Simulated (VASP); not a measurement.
A run of VASP 6.6.1 is set up as follows.

The input POSCAR:

```
Cu2O
1.0
    4.2600000000      0.0000000000      0.0000000000
    0.0000000000      4.2600000000      0.0000000000
    0.0000000000      0.0000000000      4.2600000000
Cu O
4 2
Direct
    0.2500000000      0.2500000000      0.2500000000
    0.2500000000      0.7500000000      0.7500000000
    0.7500000000      0.7500000000      0.2500000000
    0.7500000000      0.2500000000      0.7500000000
    0.0000000000      0.0000000000      0.0000000000
    0.5000000000      0.5000000000      0.5000000000
```

INCAR.step1

```
SYSTEM = Cu2O
ALGO = Normal
EDIFF = 1E-5
ENCUT = 580
GGA = PE
GGA_COMPAT = .False.
ISMEAR = -1
LASPH = .True.
LCHARG = .False.
LREAL = .False.
LWAVE = .True.
NBANDS = 37
NELM = 120
PREC = Accurate
SIGMA = 0.02
```

Contents of INCAR.step2:

```
SYSTEM = Cu2O
ALGO = Normal
EDIFF = 1E-8
ENCUT = 580
GGA_COMPAT = .False.
ISIF = 2
ISMEAR = -1
ISTART = 1
LASPH = .True.
LCHARG = .False.
LEFG = .True.
LMIXTAU = .True.
LREAL = .False.
LWAVE = .False.
METAGGA = R2SCAN
NBANDS = 37
NELM = 120
PREC = Accurate
SIGMA = 0.02
```

File KPOINTS:

```
k-points
0
Gamma
  7 7 7
  0 0 0
```

Potentials or basis: VASP PAW PBE potentials, release 64 (Cu, O).

Run with:

```bash
$ cat potpaw_PBE.64/Cu/POTCAR potpaw_PBE.64/O/POTCAR > POTCAR
$ cp INCAR.step1 INCAR
$ mpirun -np 1 vasp_std > vasp.out
$ cp INCAR.step2 INCAR
$ mpirun -np 1 vasp_std > vasp.out
```

**Question.** What does it give for the pressure?

**Answer.** -0.3 GPa.

**Question.** What does it give for the band gap on the k mesh?

**Answer.** 0.77 eV, direct.

Electric field gradients, principal values (V/Å²):
| atom | least | middle | greatest (by size) |
| --- | --- | --- | --- |
| 1 Cu | 33.090 | 33.090 | -66.181 |
| 2 Cu | 33.090 | 33.090 | -66.181 |
| 3 Cu | 33.090 | 33.090 | -66.181 |
| 4 Cu | 33.090 | 33.090 | -66.181 |
| 5 O | 0.000 | 0.000 | 0.000 |
| 6 O | 0.000 | 0.000 | 0.000 |

Caveat: without QUAD_EFG the Cq values of the log hold for a quadrupole moment of 1 mb, not for the nuclei; the PAW data sets were made with another functional, which shifts forces and pressure a little. r2SCAN opens gaps a little over a GGA but as a rule still falls short of measured ones.
